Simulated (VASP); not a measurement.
# Hf (P6_3/mmc) in VASP: further runs

The runs below take Hf through single point, with BLYP.

Everything below comes from runs of VASP 6.6.1. Logs are shortened: lines on timing, memory, paths and dates and some standing lists are left out, and cuts for length are marked.

### 1 The cell of the first run

It takes space group P6_3/mmc (No. 194, hexagonal). The conventional cell has a = 3.232 Å, b = 3.232 Å, c = 5.115 Å, α = 90.00°, β = 90.00°, γ = 120.00°. Within 4.2 Å of Hf (site symmetry -6m2) lie 12 Hf at 3.17 to 3.23 Å.

### 2 Single point, BLYP

INCAR

```
PREC = Accurate
ENCUT = 520
EDIFF = 1E-6
ISMEAR = -1
SIGMA = 0.1
LREAL = F
LASPH = T
NELM = 80
ALGO = Normal
ISIF = 2
LWAVE = F
LCHARG = F
GGA = B5
ALDAX = 1.0
AGGAX = 1.0
AGGAC = 1.0
ALDAC = 0.0
NBANDS = 17
```

KPOINTS

```
regular mesh
0
Gamma
  11 11 6
```

POSCAR

```
Hf
1.0
    3.2322797444      0.0000000000      0.0000000000
   -1.6161398722      2.7992363708      0.0000000000
    0.0000000000      0.0000000000      5.1149553802
Hf
2
Direct
    0.3333333333      0.6666666667      0.2500000000
    0.6666666667      0.3333333333      0.7500000000
```

Potentials or basis: VASP PAW PBE potentials, release 64 (Hf_pv).

The run is started by

```console
cat potpaw_PBE.64/Hf_pv/POTCAR > POTCAR
mpirun -np 1 vasp_std > vasp.out
```

OUTCAR:

```text
PREC = Accurate
   ENCUT = 520
   EDIFF = 1E-6
   ISMEAR = -1
   LREAL = F
   LASPH = T
   NELM = 80
   ISIF = 2
   GGA = B5

 ion  position               nearest neighbor table
   1  0.333  0.667  0.250-   2 3.17   2 3.17   2 3.17   2 3.17   2 3.17   2 3.17
   2  0.667  0.333  0.750-   1 3.17   1 3.17   1 3.17   1 3.17   1 3.17   1 3.17

  LATTYP: Found a hexagonal cell.
 ALAT       =     3.2322797444
 C/A-ratio  =     1.5824606113

  Lattice vectors:

 A1 = (   3.2322797444,   0.0000000000,   0.0000000000)
 A2 = (  -1.6161398722,   2.7992363708,   0.0000000000)
 A3 = (   0.0000000000,   0.0000000000,   5.1149553802)

Analysis of symmetry for initial positions (statically):
=====================================================================
 Subroutine PRICEL returns:
 Original cell was already a primitive cell.

 Routine SETGRP: Setting up the symmetry group for a
 hexagonal supercell.

 Subroutine GETGRP returns: Found 24 space group operations
 (whereof 12 operations were pure point group operations)
 out of a pool of 24 trial point group operations.

The static configuration has the point symmetry D_3d.
 The point group associated with its full space group is D_6h.

Analysis of symmetry for dynamics (positions and initial velocities):
=====================================================================
 Subroutine PRICEL returns:
 Original cell was already a primitive cell.

 Routine SETGRP: Setting up the symmetry group for a
 hexagonal supercell.

 Subroutine GETGRP returns: Found 24 space group operations
 (whereof 12 operations were pure point group operations)
 out of a pool of 24 trial point group operations.

The dynamic configuration has the point symmetry D_3d.
 The point group associated with its full space group is D_6h.

 Subroutine INISYM returns: Found 24 space group operations
 (whereof 12 operations are pure point group operations),
 and found     1 'primitive' translations

----------------------------------------------------------------------------------------

                                     Primitive cell

  volume of cell :      46.2797

  direct lattice vectors                    reciprocal lattice vectors
     3.232279744  0.000000000  0.000000000     0.309379162  0.178620143  0.000000000
    -1.616139872  2.799236371  0.000000000     0.000000000  0.357240285  0.000000000
     0.000000000  0.000000000  5.114955380     0.000000000  0.000000000  0.195505127

  length of vectors
     3.232279744  3.232279744  5.114955380     0.357240285  0.357240285  0.195505127

  position of ions in fractional coordinates (direct lattice)
     0.333333333  0.666666667  0.250000000
     0.666666667  0.333333333  0.750000000

  ion indices of the primitive-cell ions
   primitive index   ion index
                 1           1
                 2           2

----------------------------------------------------------------------------------------

 KPOINTS: regular mesh

Automatic generation of k-mesh.
 Grid dimensions read from file:
 generate k-points for:   11   11    6

 Generating k-lattice:

  Cartesian coordinates                     Fractional coordinates (reciprocal lattice)
     0.028125378  0.016238195  0.000000000     0.090909091  0.000000000  0.000000000
     0.000000000  0.032476390  0.000000000     0.000000000  0.090909091  0.000000000
     0.000000000  0.000000000  0.032584188     0.000000000  0.000000000  0.166666667

  Length of vectors
     0.032476390  0.032476390  0.032584188

  Shift w.r.t. Gamma in fractional coordinates (k-lattice)
     0.000000000  0.000000000  0.000000000

 Subroutine IBZKPT returns following result:
 ===========================================

 Found     64 irreducible k-points:

 Following reciprocal coordinates:
            Coordinates               Weight
  0.000000  0.000000  0.000000      1.000000
  0.090909  0.000000  0.000000      6.000000
  0.181818  0.000000  0.000000      6.000000
  0.272727  0.000000  0.000000      6.000000
  0.363636  0.000000  0.000000      6.000000
  0.454545  0.000000  0.000000      6.000000
[... 16 lines left out ...]
  0.090909  0.090909  0.166667     12.000000
  0.181818  0.090909  0.166667     24.000000
 [... further k-points ...]
   k-points           NKPTS =     64   k-points in BZ     NKDIM =     64   number of bands    NBANDS=     17
   number of dos      NEDOS =    301   number of ions     NIONS =      2
   total plane-waves  NPLWV =  23040
   dimension x,y,z NGX =    24 NGY =   24 NGZ =   40
   dimension x,y,z NGXF=    48 NGYF=   48 NGZF=   80
   ions per type =               2
   NGX,Y,Z   is equivalent  to a cutoff of  12.34, 12.34, 13.00 a.u.
   NGXF,Y,Z  is equivalent  to a cutoff of  24.69, 24.69, 26.00 a.u.
 SYSTEM =  unknown system
   PREC   = accura    normal or accurate (medium, high low for compatibility)
   ISTART =      0    job   : 0-new  1-cont  2-samecut
   ICHARG =      2    charge: 1-file 2-atom 10-const
   ISPIN  =      1    spin polarized calculation?
   LNONCOLLINEAR =      F non collinear calculations
   LSORBIT =      F    spin-orbit coupling
   LASPH  =      T    aspherical Exc in radial PAW
   ENCUT  =  520.0 eV  38.22 Ry    6.18 a.u.   6.01  6.01  9.51*2*pi/ulx,y,z
   NELM   =     80;   NELMIN=  2; NELMDL= -5     # of ELM steps
   EDIFF  = 0.1E-05   stopping-criterion for ELM
   LREAL  =      F    real-space projection
   EDIFFG = 0.1E-04   stopping-criterion for IOM
   NSW    =      0    number of steps for IOM
   IBRION =     -1    ionic relax: 0-MD 1-quasi-New 2-CG
   NFREE  =      0    steps in history (QN), initial steepest desc. (CG)
   ISIF   =      2    stress and relaxation
   ISYM   =      2    0-nonsym 1-usesym 2-fastsym
   POTIM  = 0.5000    time-step for ionic-motion
   TEBEG  =    0.0;   TEEND  =   0.0 temperature during run
   PSTRESS=    0.0 pullay stress
   NELECT =      20.0000    total number of electrons
   NUPDOWN=      -1.0000    fix difference up-down
   EMIN   =  10.00;   EMAX   =-10.00  energy-range for DOS
   EFERMI =   0.00;   METHOD = LEGACY
   ISMEAR =    -1;   SIGMA  =   0.10  broadening in eV -4-tet -1-fermi 0-gaus
   EFERMI_NEDOS =   21; number of points for ismear=-14 and -15
   IALGO  =     38    algorithm
   IMIX   =      4    mixing-type and parameters
     AMIX     =   0.40;   BMIX     =  1.00
     AMIX_MAG =   1.60;   BMIX_MAG =  1.00
  volume/ion in A,a.u.               =      23.14       156.16
  Fermi-wavevector in a.u.,A,eV,Ry     =   1.237717  2.338946 20.843357  1.531944
  Thomas-Fermi vector in A             =   2.372273
   LORBIT       =      0    0 simple, 1 ext, 2 COOP (PROOUT), +10 PAW based schemes
   GGA     = B5    functional components
   LHFCALC =     F    Hartree Fock is set to
   AEXX    =    0.0000 exact exchange contribution
   IVDW    =     0    specifies the selected vdW correction
   LEPSILON=     F    determine dielectric tensor
   LRPA    =     F    only Hartree local field effects (RPA)
 non-spin polarized calculation
  energy-cutoff  :      520.00
  volume of cell :       46.28
 maximum number of plane-waves:      1266
   NGX = 13   NGY = 13   NGZ = 19

 number of electron      20.0000006 magnetization

 Free energy of the ion-electron system (eV)
  ---------------------------------------------------
  ext. energy  EPLUGINS =         0.00000000
  ---------------------------------------------------
  free energy    TOTEN  =       -17.27033492 eV

  energy without entropy =      -17.20852551  energy(sigma->0) =      -17.23943022

 E-fermi :   5.1878     XC(G=0): -10.5557

 val. band max:        5.1595898630   @ k =   0.3636   0.2727   0.3333
 cond. band min:       5.1925274681   @ k =   0.3636   0.1818   0.5000
 fundamental gap:      0.0329376051
 Fermi energy:         5.1878305506

 k-point     1 :       0.0000    0.0000    0.0000
  band No.  band energies     occupation
      1     -25.8282      2.00000
      2     -25.1586      2.00000
      3     -25.1586      2.00000
      4     -25.0435      2.00000
      5     -25.0421      2.00000
      6     -25.0421      2.00000
[... 9 lines left out ...]
     16       7.6487      0.00000
     17      10.2046      0.00000

 k-point     2 :       0.0909    0.0000    0.0000
  band No.  band energies     occupation
      1     -25.8089      2.00000
      2     -25.1993      2.00000
      3     -25.1723      2.00000
      4     -25.0851      2.00000
      5     -25.0525      2.00000
      6     -25.0477      2.00000
[... 9 lines left out ...]
     16       7.4343      0.00000
     17      10.3721      0.00000

 k-point     3 :       0.1818    0.0000    0.0000
  band No.  band energies     occupation
      1     -25.7543      2.00000
      2     -25.3088      2.00000
      3     -25.2077      2.00000
      4     -25.1971      2.00000
      5     -25.0795      2.00000
      6     -25.0639      2.00000
[... 9 lines left out ...]
     16       7.8720      0.00000
     17      10.6998      0.00000

 k-point     4 :       0.2727    0.0000    0.0000
  band No.  band energies     occupation
      1     -25.6733      2.00000
      2     -25.4522      2.00000
      3     -25.3372      2.00000
      4     -25.2521      2.00000
      5     -25.1240      2.00000
      6     -25.0867      2.00000
[... 9 lines left out ...]
     16       8.8172      0.00000
     17      10.9793      0.00000

 k-point     5 :       0.3636    0.0000    0.0000
  band No.  band energies     occupation
      1     -25.5836      2.00000
      2     -25.5820      2.00000
      3     -25.4602      2.00000
      4     -25.2914      2.00000
      5     -25.1817      2.00000
      6     -25.1086      2.00000
[... 9 lines left out ...]
     16       9.9271      0.00000
     17      11.1485      0.00000

 k-point     6 :       0.4545    0.0000    0.0000
  band No.  band energies     occupation
      1     -25.6613      2.00000
      2     -25.5312      2.00000
      3     -25.5096      2.00000
      4     -25.3143      2.00000
      5     -25.2340      2.00000
      6     -25.1220      2.00000
[... 9 lines left out ...]
     16      11.0047      0.00000
     17      11.2216      0.00000

 k-point     7 :       0.0909    0.0909    0.0000
  band No.  band energies     occupation
      1     -25.7720      2.00000
      2     -25.2655      2.00000
      3     -25.2184      2.00000
      4     -25.1436      2.00000
      5     -25.0705      2.00000
      6     -25.0650      2.00000
[... 9 lines left out ...]
     16       7.7430      0.00000
     17      10.5560      0.00000

 k-point     8 :       0.1818    0.0909    0.0000
  band No.  band energies     occupation
      1     -25.7039      2.00000
      2     -25.3813      2.00000
      3     -25.3168      2.00000
      4     -25.2127      2.00000
      5     -25.1065      2.00000
      6     -25.0934      2.00000
[... 9 lines left out ...]
     16       8.6351      0.00000
     17      10.7788      0.00000
[... 203 lines left out ...]
      1     -25.7200      2.00000
      2     -25.2946      2.00000
      3     -25.2380      2.00000
      4     -25.1982      2.00000
      5     -25.0908      2.00000
      6     -25.0736      2.00000
[... 9 lines left out ...]
     16       7.9970      0.00000
     17      10.6367      0.00000

 k-point    20 :       0.2727    0.0000    0.1667
  band No.  band energies     occupation
      1     -25.6684      2.00000
      2     -25.4236      2.00000
      3     -25.3687      2.00000
      4     -25.2412      2.00000
      5     -25.1271      2.00000
      6     -25.0979      2.00000
[... 9 lines left out ...]
     16       8.7189      0.00000
     17      10.8243      0.00000

 k-point    21 :       0.3636    0.0000    0.1667
  band No.  band energies     occupation
      1     -25.6632      2.00000
      2     -25.5189      2.00000
      3     -25.4513      2.00000
      4     -25.2794      2.00000
      5     -25.1729      2.00000
      6     -25.1211      2.00000
[... 9 lines left out ...]
     16       9.7202      0.00000
     17      10.9650      0.00000

 k-point    22 :       0.4545    0.0000    0.1667
  band No.  band energies     occupation
      1     -25.7057      2.00000
      2     -25.5786      2.00000
      3     -25.4352      2.00000
      4     -25.3016      2.00000
      5     -25.2140      2.00000
      6     -25.1351      2.00000
[... 9 lines left out ...]
     16      10.8820      0.00000
     17      11.1185      0.00000

 k-point    23 :       0.0909    0.0909    0.1667
  band No.  band energies     occupation
      1     -25.7334      2.00000
      2     -25.2521      2.00000
      3     -25.2257      2.00000
      4     -25.1743      2.00000
      5     -25.0797      2.00000
      6     -25.0742      2.00000
[... 9 lines left out ...]
     16       8.0318      0.00000
     17      10.5317      0.00000

 k-point    24 :       0.1818    0.0909    0.1667
  band No.  band energies     occupation
      1     -25.6841      2.00000
      2     -25.3645      2.00000
      3     -25.3320      2.00000
      4     -25.2244      2.00000
      5     -25.1120      2.00000
      6     -25.0998      2.00000
[... 9 lines left out ...]
     16       8.6617      0.00000
     17      10.6690      0.00000

 [... further k-points ...]
[... 5 lines left out ...]
  --------------------------------------------------------------------------------------
  -------------------------------------------------------------------------------------
  Total        0.0055622      0.0055622     -0.0082435      0.0000000      0.0000000      0.0000000
  in kB        0.1925601      0.1925601     -0.2853851      0.0000000      0.0000000      0.0000000
  external PRESSURE =       0.0332451 kB  Pullay stress =       0.0000000 kB

 VOLUME and BASIS-vectors are now :
 -----------------------------------------------------------------------------
  energy-cutoff  :      520.00
  volume of cell :       46.28
      direct lattice vectors                 reciprocal lattice vectors
     3.232279744  0.000000000  0.000000000     0.309379162  0.178620143  0.000000000
    -1.616139872  2.799236371  0.000000000     0.000000000  0.357240285  0.000000000
     0.000000000  0.000000000  5.114955380     0.000000000  0.000000000  0.195505127

 POSITION                                       TOTAL-FORCE (eV/Angst)
 -----------------------------------------------------------------------------------
     -0.00000      1.86616      1.27874         0.000000     -0.000000      0.000000
      1.61614      0.93308      3.83622        -0.000000      0.000000      0.000000
 -----------------------------------------------------------------------------------
    total drift:                                0.000000     -0.000000      0.000000

  FREE ENERGIE OF THE ION-ELECTRON SYSTEM (eV)
  ---------------------------------------------------
  free  energy   TOTEN  =       -17.2703349247 eV

  energy  without entropy=      -17.2085255083  energy(sigma->0) =      -17.23943022
```

It took 1.7 min on 1 thread of AMD EPYC 7R13, shared host; peak memory 0.16 GiB.

Results:

```yaml
Free_energy: -17.2703 eV
Pressure: 0.0 GPa
Band_gap_on_the_k_mesh: zero (band 10 reaches 6.28 eV, above the bottom of band 11 at 4.91 eV)
```

Levels at points of the mesh, in eV from the Fermi level:
| k point | band 8 | band 9 | band 10 | band 11 | band 12 | band 13 |
| --- | --- | --- | --- | --- | --- | --- |
| (0.00, 0.00, 0.00) | -3.57 | 0.77 | 1.09 | 1.09 | 1.35 | 1.86 |
| (0.00, 0.00, 0.50) | -5.20 | 0.14 | 0.14 | 0.98 | 0.98 | 0.98 |

Caveat: the PAW data sets were made with another functional, which shifts forces and pressure a little; spin-orbit coupling is left out, which moves the levels of the heavy elements.

### 3 Single point, BLYP (volume scaled by 0.88)

INCAR

```
SYSTEM = Hf
AGGAC = 1.0
AGGAX = 1.0
ALDAC = 0.0
ALDAX = 1.0
ALGO = Normal
EDIFF = 1E-6
ENCUT = 520
GGA = B5
ISIF = 2
ISMEAR = -1
LASPH = .TRUE.
LCHARG = .FALSE.
LREAL = .FALSE.
LWAVE = .FALSE.
NBANDS = 17
NELM = 60
PREC = Accurate
SIGMA = 0.1
```

KPOINTS

```
k-points
0
G
  18 18 10
  0 0 0
```

POSCAR

```
Hf
1.0
    3.0974418702      0.0000000000      0.0000000000
   -1.5487209351      2.6824633463      0.0000000000
    0.0000000000      0.0000000000      4.9015797553
Hf
2
Direct
    0.3333333333      0.6666666667      0.2500000000
    0.6666666667      0.3333333333      0.7500000000
```

Potentials or basis: VASP PAW PBE potentials, release 64 (Hf_pv).

The run is started by

```console
cat potpaw_PBE.64/Hf_pv/POTCAR > POTCAR
mpirun -np 1 vasp_std > vasp.out
```

Wall time 4.6 min (1 thread of AMD EPYC 7R13, shared host); peak memory 0.22 GiB.

The run converged. Its results:

| Quantity | Value |
| --- | --- |
| Free energy | -17.0133 eV |
| Pressure | 16.4 GPa |
| Band gap on the k mesh | zero (band 10 reaches 7.23 eV, above the bottom of band 11 at 5.79 eV) |

Stress tensor (GPa, compression positive):
```
16.07  0.00  0.00
 0.00 16.07  0.00
 0.00  0.00 16.97
```

Levels at points of the mesh, in eV from the Fermi level:
```csv
k point,band 6,band 7,band 8,band 9,band 10,band 11,band 12,band 13,band 14,band 15
"(0.00, 0.00, 0.00)",-29.79,-7.52,-3.97,1.11,1.11,1.27,1.43,2.03,2.03,2.74
"(0.50, 0.00, 0.00)",-29.92,-3.44,-3.10,-2.51,-0.45,0.70,1.03,1.86,6.36,6.94
"(0.00, 0.00, 0.50)",-29.88,-5.38,-5.38,0.12,0.12,1.00,1.00,1.00,1.00,5.14
"(0.50, 0.00, 0.50)",-30.06,-3.66,-3.66,-1.19,-1.19,1.72,1.72,2.79,2.79,6.65
```

Caveat: the PAW data sets were made with another functional, which shifts forces and pressure a little; spin-orbit coupling is left out, which moves the levels of the heavy elements.

### 4 Single point, BLYP (volume scaled by 0.92)

INCAR

```
SYSTEM = Hf
  PREC = Accurate
  ENCUT = 520
  EDIFF = 1E-6
  ISMEAR = -1
  SIGMA = 0.1
  LREAL = .False.
  LASPH = .True.
  NELM = 80
  ALGO = Normal
  ISIF = 2
  LWAVE = .False.
  LCHARG = .False.
  GGA = B5
  ALDAX = 1.0
  AGGAX = 1.0
  AGGAC = 1.0
  ALDAC = 0.0
  NBANDS = 17
```

KPOINTS

```
Automatic mesh
0
Gamma
  18 18 10
  0 0 0
```

POSCAR

```
Hf
1.0
    3.1436791626      0.0000000000      0.0000000000
   -1.5718395813      2.7225060162      0.0000000000
    0.0000000000      0.0000000000      4.9747484494
Hf
2
Direct
    0.3333333333      0.6666666667      0.2500000000
    0.6666666667      0.3333333333      0.7500000000
```

The run is started by

```console
cat potpaw_PBE.64/Hf_pv/POTCAR > POTCAR
mpirun -np 1 vasp_std > vasp.out
```

Run time: 5.3 min. Hardware: 1 thread of AMD EPYC 7R13, shared host; peak memory 0.23 GiB.

It converged, with:

| Quantity | Value |
| --- | --- |
| Free energy | -17.1638 eV |
| Pressure | 9.9 GPa |
| Band gap on the k mesh | zero (band 10 reaches 6.89 eV, above the bottom of band 11 at 5.43 eV) |

Stress tensor (GPa, compression positive):
```
 9.71  0.00  0.00
 0.00  9.71  0.00
 0.00  0.00 10.18
```

Levels at points of the mesh, in eV from the Fermi level:
| k point | band 8 | band 9 | band 10 | band 11 | band 12 | band 13 |
| --- | --- | --- | --- | --- | --- | --- |
| (0.00, 0.00, 0.00) | -3.83 | 1.08 | 1.11 | 1.11 | 1.40 | 1.97 |
| (0.50, 0.00, 0.00) | -2.92 | -2.36 | -0.56 | 0.71 | 0.96 | 1.77 |
| (0.00, 0.00, 0.50) | -5.32 | 0.13 | 0.13 | 1.00 | 1.00 | 1.00 |
| (0.50, 0.00, 0.50) | -3.51 | -1.10 | -1.10 | 1.54 | 1.54 | 2.69 |

Caveat: the PAW data sets were made with another functional, which shifts forces and pressure a little; spin-orbit coupling is left out, which moves the levels of the heavy elements.

[end of part 1 of 2]
